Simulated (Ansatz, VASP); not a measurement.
## Two plane-wave programs on CaO

```xyz
2
Lattice="0.0000 2.3540 2.3540 2.3540 0.0000 2.3540 2.3540 2.3540 0.0000" Properties=species:S:1:pos:R:3 pbc="T T T"
Ca    0.0000    0.0000    0.0000
O     2.3540    2.3540    2.3540
```

Alike in both runs: functional LDA; k mesh 8 × 8 × 8; occupations gaussian, width 0.02 eV; no spin polarisation.

Ansatz relaxed the structure, and its values are those at the end. VASP's run is a single point on that final structure, the one shown.

|  | VASP | Ansatz |
| --- | --- | --- |
| version | VASP 6.6.1 | Ansatz 0.2.0 |
| potentials or method | VASP PAW LDA potentials, release 64 (Ca_sv, O_h), cutoff 910 eV | scalar-relativistic, plane waves, PAW |
| valence electrons in the cell | 16 | 16 |

|  | VASP | Ansatz | Ansatz less VASP |
| --- | --- | --- | --- |
| gap on the k mesh at the Fermi level (eV) | 3.42 | 3.45 | +0.028 |
| least direct gap on the mesh (eV) | 3.78 | 3.81 | +0.027 |

LDA's correlation is that of Perdew and Zunger in VASP and of Perdew and Wang (1992) in Ansatz.

Noted on VASP's run: the cutoff is short for stress, so the pressure is rough.
